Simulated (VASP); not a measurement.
# MoS2 (P6_3/mmc) in VASP: single point with PBE

Aim: the single point of MoS2 with PBE.

Program: VASP 6.6.1. These are calculated values, not measurements. Logs are shortened: lines on timing, memory, paths and dates and some standing lists are left out, and cuts for length are marked.

**1. The cell of the first run**

It takes space group P6_3/mmc (No. 194, hexagonal). The conventional cell has a = 3.169 Å, b = 3.169 Å, c = 12.324 Å, α = 90.00°, β = 90.00°, γ = 120.00°. Within 3.2 Å of Mo (site symmetry -6m2) lie 6 S at 2.41 Å and 6 Mo at 3.17 Å. S (site symmetry 3m) has 3 Mo at 2.41 Å and 7 S at 3.13 to 3.17 Å within 3.2 Å.

**2. Single point, PBE**

The input, INCAR:

```
SYSTEM = MoS2
ALGO = Normal ; EDIFF = 1E-6
ENCUT = 500 ; GGA = PE
GGA_COMPAT = .FALSE. ; ISIF = 2
ISMEAR = 1 ; LASPH = .TRUE.
LCHARG = .FALSE. ; LREAL = .FALSE.
LWAVE = .FALSE. ; NBANDS = 35
NELM = 120 ; PREC = Accurate
SIGMA = 0.1
```

The input, KPOINTS:

```
k-points
0
G
  9 9 2
  0 0 0
```

The input, POSCAR:

```
MoS2
1.0
    3.1690000000      0.0000000000      0.0000000000
   -1.5845000000      2.7444345046      0.0000000000
    0.0000000000      0.0000000000     12.3240000000
Mo S
2 4
Direct
    0.3333333333      0.6666666667      0.2500000000
    0.6666666667      0.3333333333      0.7500000000
    0.3333333333      0.6666666667      0.6230000000
    0.3333333333      0.6666666667      0.8770000000
    0.6666666667      0.3333333333      0.1230000000
    0.6666666667      0.3333333333      0.3770000000
```

Potentials or basis: VASP PAW PBE potentials, release 64 (Mo_sv, S).

On the command line:

```bash
$ cat potpaw_PBE.64/Mo_sv/POTCAR potpaw_PBE.64/S/POTCAR > POTCAR
$ mpirun -np 1 vasp_std > vasp.out
```

OUTCAR:

```text
SYSTEM = MoS2
   EDIFF = 1E-6
   ENCUT = 500
   GGA = PE
   ISIF = 2
   ISMEAR = 1
   LASPH = .TRUE.
   LREAL = .FALSE.
   NELM = 120
   PREC = Accurate

 ion  position               nearest neighbor table
   1  0.333  0.667  0.250-   5 2.41   6 2.41   5 2.41   6 2.41   5 2.41   6 2.41
   2  0.667  0.333  0.750-   3 2.41   4 2.41   3 2.41   4 2.41   3 2.41   4 2.41
   3  0.333  0.667  0.623-   2 2.41   2 2.41   2 2.41
   4  0.333  0.667  0.877-   2 2.41   2 2.41   2 2.41
   5  0.667  0.333  0.123-   1 2.41   1 2.41   1 2.41
   6  0.667  0.333  0.377-   1 2.41   1 2.41   1 2.41

  LATTYP: Found a hexagonal cell.
 ALAT       =     3.1690000000
 C/A-ratio  =     3.8889239508

  Lattice vectors:

 A1 = (   3.1690000000,   0.0000000000,   0.0000000000)
 A2 = (  -1.5845000000,   2.7444345046,   0.0000000000)
 A3 = (   0.0000000000,   0.0000000000,  12.3240000000)

Analysis of symmetry for initial positions (statically):
=====================================================================
 Subroutine PRICEL returns:
 Original cell was already a primitive cell.

 Routine SETGRP: Setting up the symmetry group for a
 hexagonal supercell.

 Subroutine GETGRP returns: Found 24 space group operations
 (whereof 12 operations were pure point group operations)
 out of a pool of 24 trial point group operations.

The static configuration has the point symmetry D_3d.
 The point group associated with its full space group is D_6h.

Analysis of symmetry for dynamics (positions and initial velocities):
=====================================================================
 Subroutine PRICEL returns:
 Original cell was already a primitive cell.

 Routine SETGRP: Setting up the symmetry group for a
 hexagonal supercell.

 Subroutine GETGRP returns: Found 24 space group operations
 (whereof 12 operations were pure point group operations)
 out of a pool of 24 trial point group operations.

The dynamic configuration has the point symmetry D_3d.
 The point group associated with its full space group is D_6h.

 Subroutine INISYM returns: Found 24 space group operations
 (whereof 12 operations are pure point group operations),
 and found     1 'primitive' translations

----------------------------------------------------------------------------------------

                                     Primitive cell

  volume of cell :     107.1832

  direct lattice vectors                    reciprocal lattice vectors
     3.169000000  0.000000000  0.000000000     0.315556958  0.182186895  0.000000000
    -1.584500000  2.744434505  0.000000000     0.000000000  0.364373789  0.000000000
     0.000000000  0.000000000 12.324000000     0.000000000  0.000000000  0.081142486

  length of vectors
     3.169000000  3.169000000 12.324000000     0.364373789  0.364373789  0.081142486

  position of ions in fractional coordinates (direct lattice)
     0.333333333  0.666666667  0.250000000
     0.666666667  0.333333333  0.750000000
     0.333333333  0.666666667  0.623000000
     0.333333333  0.666666667  0.877000000
     0.666666667  0.333333333  0.123000000
     0.666666667  0.333333333  0.377000000

  ion indices of the primitive-cell ions
   primitive index   ion index
                 1           1
                 2           2
                 3           3
                 4           4
                 5           5
                 6           6

----------------------------------------------------------------------------------------

 KPOINTS: k-points

Automatic generation of k-mesh.
 Grid dimensions read from file:
 generate k-points for:    9    9    2

 Generating k-lattice:

  Cartesian coordinates                     Fractional coordinates (reciprocal lattice)
     0.035061884  0.020242988  0.000000000     0.111111111  0.000000000  0.000000000
     0.000000000  0.040485977  0.000000000     0.000000000  0.111111111  0.000000000
     0.000000000  0.000000000  0.040571243     0.000000000  0.000000000  0.500000000

  Length of vectors
     0.040485977  0.040485977  0.040571243

  Shift w.r.t. Gamma in fractional coordinates (k-lattice)
     0.000000000  0.000000000  0.000000000

 Subroutine IBZKPT returns following result:
 ===========================================

 Found     24 irreducible k-points:

 Following reciprocal coordinates:
            Coordinates               Weight
  0.000000  0.000000  0.000000      1.000000
  0.111111  0.000000  0.000000      6.000000
  0.222222  0.000000  0.000000      6.000000
  0.333333  0.000000  0.000000      6.000000
  0.444444  0.000000  0.000000      6.000000
  0.111111  0.111111  0.000000      6.000000
[... 16 lines left out ...]
  0.333333  0.222222  0.500000     12.000000
  0.333333  0.333333  0.500000      2.000000
   k-points           NKPTS =     24   k-points in BZ     NKDIM =     24   number of bands    NBANDS=     35
   number of dos      NEDOS =    301   number of ions     NIONS =      6
   total plane-waves  NPLWV =  51840
   dimension x,y,z NGX =    24 NGY =   24 NGZ =   90
   dimension x,y,z NGXF=    48 NGYF=   48 NGZF=  180
   ions per type =               2   4
   NGX,Y,Z   is equivalent  to a cutoff of  12.59, 12.59, 12.14 a.u.
   NGXF,Y,Z  is equivalent  to a cutoff of  25.18, 25.18, 24.28 a.u.
 SYSTEM =  MoS2
   PREC   = accura    normal or accurate (medium, high low for compatibility)
   ISTART =      0    job   : 0-new  1-cont  2-samecut
   ICHARG =      2    charge: 1-file 2-atom 10-const
   ISPIN  =      1    spin polarized calculation?
   LNONCOLLINEAR =      F non collinear calculations
   LSORBIT =      F    spin-orbit coupling
   LASPH  =      T    aspherical Exc in radial PAW
   ENCUT  =  500.0 eV  36.75 Ry    6.06 a.u.   5.78  5.78 22.47*2*pi/ulx,y,z
   NELM   =    120;   NELMIN=  2; NELMDL= -5     # of ELM steps
   EDIFF  = 0.1E-05   stopping-criterion for ELM
   LREAL  =      F    real-space projection
   EDIFFG = 0.1E-04   stopping-criterion for IOM
   NSW    =      0    number of steps for IOM
   IBRION =     -1    ionic relax: 0-MD 1-quasi-New 2-CG
   NFREE  =      0    steps in history (QN), initial steepest desc. (CG)
   ISIF   =      2    stress and relaxation
   ISYM   =      2    0-nonsym 1-usesym 2-fastsym
   POTIM  = 0.5000    time-step for ionic-motion
   TEBEG  =    0.0;   TEEND  =   0.0 temperature during run
   PSTRESS=    0.0 pullay stress
   NELECT =      52.0000    total number of electrons
   NUPDOWN=      -1.0000    fix difference up-down
   EMIN   =  10.00;   EMAX   =-10.00  energy-range for DOS
   EFERMI =   0.00;   METHOD = LEGACY
   ISMEAR =     1;   SIGMA  =   0.10  broadening in eV -4-tet -1-fermi 0-gaus
   EFERMI_NEDOS =   21; number of points for ismear=-14 and -15
   IALGO  =     38    algorithm
   IMIX   =      4    mixing-type and parameters
     AMIX     =   0.40;   BMIX     =  1.00
     AMIX_MAG =   1.60;   BMIX_MAG =  1.00
  volume/ion in A,a.u.               =      17.86       120.55
  Fermi-wavevector in a.u.,A,eV,Ry     =   1.286373  2.430893 22.514325  1.654756
  Thomas-Fermi vector in A             =   2.418452
   LORBIT       =      0    0 simple, 1 ext, 2 COOP (PROOUT), +10 PAW based schemes
   GGA     = PE    functional components
   LHFCALC =     F    Hartree Fock is set to
   AEXX    =    0.0000 exact exchange contribution
   IVDW    =     0    specifies the selected vdW correction
   LEPSILON=     F    determine dielectric tensor
   LRPA    =     F    only Hartree local field effects (RPA)
 non-spin polarized calculation
 Methfessel and Paxton  Order N= 1 SIGMA  =   0.10
  energy-cutoff  :      500.00
  volume of cell :      107.18
 maximum number of plane-waves:      2739
 NGX is ok and might be reduce to    24
   NGX = 11   NGY = 11   NGZ = 45

 number of electron      51.9999989 magnetization

 Free energy of the ion-electron system (eV)
  ---------------------------------------------------
  ext. energy  EPLUGINS =         0.00000000
  ---------------------------------------------------
  free energy    TOTEN  =       -43.61337089 eV

  energy without entropy =      -43.61340671  energy(sigma->0) =      -43.61338283

 E-fermi :   7.5687     XC(G=0): -10.8174

 val. band max:        7.4844852909   @ k =   0.0000   0.0000   0.0000
 cond. band min:       8.4585670818   @ k =   0.2222   0.1111   0.0000
 fundamental gap:      0.9740817909
 Fermi energy:         7.5686692460

 k-point     1 :       0.0000    0.0000    0.0000
  band No.  band energies     occupation
      1     -54.0198      2.00000
      2     -54.0198      2.00000
      3     -28.1689      2.00000
      4     -28.1688      2.00000
      5     -27.9496      2.00000
      6     -27.9496      2.00000
[... 27 lines left out ...]
     34       9.9298      0.00000
     35      13.0547      0.00000

 k-point     2 :       0.1111    0.0000    0.0000
  band No.  band energies     occupation
      1     -54.0152      2.00000
      2     -54.0152      2.00000
      3     -28.1598      2.00000
      4     -28.1597      2.00000
      5     -27.9961      2.00000
      6     -27.9961      2.00000
[... 27 lines left out ...]
     34       9.9546      0.00000
     35      13.8705      0.00000

 k-point     3 :       0.2222    0.0000    0.0000
  band No.  band energies     occupation
      1     -54.0035      2.00000
      2     -54.0035      2.00000
      3     -28.1367      2.00000
      4     -28.1366      2.00000
      5     -28.1123      2.00000
      6     -28.1123      2.00000
[... 27 lines left out ...]
     34      10.5921      0.00000
     35      14.8963      0.00000
[... 723 lines left out ...]
 k-point    23 :       0.3333    0.2222    0.5000
  band No.  band energies     occupation
      1     -53.9775      2.00000
      2     -53.9775      2.00000
      3     -28.2791      2.00000
      4     -28.2791      2.00000
      5     -28.1306      2.00000
      6     -28.1306      2.00000
[... 27 lines left out ...]
     34      11.4906      0.00000
     35      14.0440      0.00000

 k-point    24 :       0.3333    0.3333    0.5000
  band No.  band energies     occupation
      1     -53.9752      2.00000
      2     -53.9752      2.00000
      3     -28.2409      2.00000
      4     -28.2409      2.00000
      5     -28.1970      2.00000
      6     -28.1970      2.00000
[... 27 lines left out ...]
     34      11.6756      0.00000
     35      14.1705      0.00000

------------------------ aborting loop because EDIFF is reached ----------------------------------------

  FORCE on cell =-STRESS in cart. coord.  units (eV):
  Direction    XX          YY          ZZ          XY          YZ          ZX
  --------------------------------------------------------------------------------------
  -------------------------------------------------------------------------------------
  Total        1.1576660      1.1576660      1.4019686      0.0000000      0.0000000      0.0000000
  in kB       17.3048191     17.3048191     20.9566604      0.0000000      0.0000000      0.0000000
  external PRESSURE =      18.5220995 kB  Pullay stress =       0.0000000 kB

 VOLUME and BASIS-vectors are now :
 -----------------------------------------------------------------------------
  energy-cutoff  :      500.00
  volume of cell :      107.18
      direct lattice vectors                 reciprocal lattice vectors
     3.169000000  0.000000000  0.000000000     0.315556958  0.182186895  0.000000000
    -1.584500000  2.744434505  0.000000000     0.000000000  0.364373789  0.000000000
     0.000000000  0.000000000 12.324000000     0.000000000  0.000000000  0.081142486

 POSITION                                       TOTAL-FORCE (eV/Angst)
 -----------------------------------------------------------------------------------
     -0.00000      1.82962      3.08100         0.000000      0.000000     -0.000000
      1.58450      0.91481      9.24300        -0.000000     -0.000000     -0.000000
     -0.00000      1.82962      7.67785         0.000000      0.000000      0.077683
     -0.00000      1.82962     10.80815         0.000000      0.000000     -0.077683
      1.58450      0.91481      1.51585         0.000000     -0.000000      0.077683
      1.58450      0.91481      4.64615        -0.000000     -0.000000     -0.077683
 -----------------------------------------------------------------------------------
    total drift:                               -0.000000      0.000000     -0.000000

  FREE ENERGIE OF THE ION-ELECTRON SYSTEM (eV)
  ---------------------------------------------------
  free  energy   TOTEN  =       -43.6133708897 eV

  energy  without entropy=      -43.6134067116  energy(sigma->0) =      -43.61338283
```

Wall time 2.6 min (1 thread of Intel Xeon 8259CL, shared host); peak memory 0.25 GiB.

What came out:

```yaml
Free_energy: -43.6134 eV
Pressure: 1.9 GPa
Largest_force: 0.078 eV/Å
Band_gap_on_the_k_mesh: 0.97 eV (least direct gap 1.66 eV)
```

Forces in eV/Å, atoms in the order of the input:
```
Mo   0.000  0.000  0.000
Mo   0.000  0.000  0.000
S    0.000  0.000  0.078
S    0.000  0.000 -0.078
S    0.000  0.000  0.078
S    0.000  0.000 -0.078
```

Caveat: this functional lacks dispersion, which binds layers or chains, so the pressure and a relaxed spacing across them are unreliable. A k mesh can miss the band edges.
